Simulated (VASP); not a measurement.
Crystal: MnO2.

```
CELL_PARAMETERS angstrom
2.85658 0.00000 0.00000
-1.42829 2.47387 0.00000
0.00000 0.00000 4.60137
ATOMIC_POSITIONS crystal
Mn 0.00000 0.00000 0.50000
O 0.33333 0.66667 0.70629
O 0.66667 0.33333 0.29371
```

Base run:

| Quantity | Value |
| --- | --- |
| Program | VASP 6.6.1 |
| Functional | BLYP |
| Dispersion | D3(BJ) |
| Potentials or basis | VASP PAW PBE potentials, release 64 (Mn_sv, O) |
| Cutoff | 600 eV |
| k mesh | 11 × 11 × 6 |
| Occupations | gaussian, width 0.1 eV |
| Spin | collinear spin, ferromagnetic start |
| Starting moments | [4.0, 0.0, 0.0] μB |

Its results: band gap on the k mesh 0.70 eV (least direct gap 0.75 eV); pressure 5.4 GPa; net moment 3.00 μB per cell; site moments Mn +2.68; O +0.07 μB; largest force 0.496 eV/Å.

**Question.** The run is repeated on the same cell with these changes: functional from BLYP to PBEsol; dispersion from D3(BJ) to none. What comes out?

**Answer.** Band gap on the k mesh 0.72 eV (least direct gap 0.77 eV); pressure -3.2 GPa; net moment 3.00 μB per cell; site moments Mn +2.72; O +0.04 μB; largest force 0.171 eV/Å.

Several settings changed at once.

Caveats: the PAW data sets were made with another functional, which shifts forces and pressure a little; an odd mesh through Γ misses points on the zone boundary, where band edges can lie; a cell with one magnetic atom can't hold antiferromagnetic order, which such compounds often take; the cell stands under pressure (at least some runs); the cell stands under tension (at least some runs).
